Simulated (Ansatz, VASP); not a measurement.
## One calculation of Ti2NO, two programs

```xyz
4
Lattice="1.5100 0.8718 4.9785 -1.5100 0.8718 4.9785 0.0000 -1.7436 4.9785" Properties=species:S:1:pos:R:3 pbc="T T T"
Ti    0.0000    0.0000    3.5918
Ti    0.0000    0.0000   11.3438
N     0.0000    0.0000    7.4678
O     0.0000    0.0000    0.0000
```

Alike in both runs: task single point; functional PBEsol; k mesh 18 × 18 × 18; occupations gaussian, width 0.1 eV; no spin polarisation.

|  | VASP | Ansatz |
| --- | --- | --- |
| version | VASP 6.6.1 | Ansatz 0.2.0 |
| potentials or method | VASP PAW PBE potentials, release 64 (Ti_sv, N, O), cutoff 520 eV | scalar-relativistic, plane waves, PAW |
| valence electrons in the cell | 35 | 35 |

```csv
,VASP,Ansatz,Ansatz less VASP
gap on the k mesh at the Fermi level (eV),none,none,-
pressure (GPa),-8.0,-8.5,-0.52
"traceless stress, the component that is largest in VASP (GPa)",0.08,0.08,-0.006
rms of the force components (eV/Å),0.010,0.018,+0.0081
```

VASP's potentials were made for PBE, not for PBEsol. Atom by atom the forces differ by 0.008 eV/Å (rms over components). A gap of «none» marks a metal or a gap that the smearing closes.
